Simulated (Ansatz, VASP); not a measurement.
One calculation of Ag, two programs

```
Ag
1.0
     2.90370    0.00000    0.00000
    -1.45185    2.51467    0.00000
     0.00000    0.00000    4.74785
Ag
2
Direct
  0.33333 0.66667 0.25000
  0.66667 0.33333 0.75000
```

Alike in both runs: task single point; functional r2SCAN; k mesh 12 × 12 × 8; occupations gaussian, width 0.15 eV; no spin polarisation.

|  | VASP | Ansatz |
| --- | --- | --- |
| version | VASP 6.6.1 | Ansatz 0.2.0 |
| potentials or method | VASP PAW PBE potentials, release 64 (Ag), cutoff 520 eV | scalar-relativistic, plane waves, PAW |
| valence electrons in the cell | 22 | 38 |

```csv
,VASP,Ansatz,Ansatz less VASP
gap on the k mesh at the Fermi level (eV),none,none,-
pressure (GPa),0.2,0.1,-0.13
"traceless stress, the component that is largest in VASP (GPa)",-0.39,-0.39,+0.002
```

VASP's potentials were made for PBE, not for r2SCAN. A gap of «none» marks a metal or a gap that the smearing closes. VASP's potentials hold 22 valence electrons a cell and Ansatz's 38, so a difference there can come from the potentials and not from the codes.
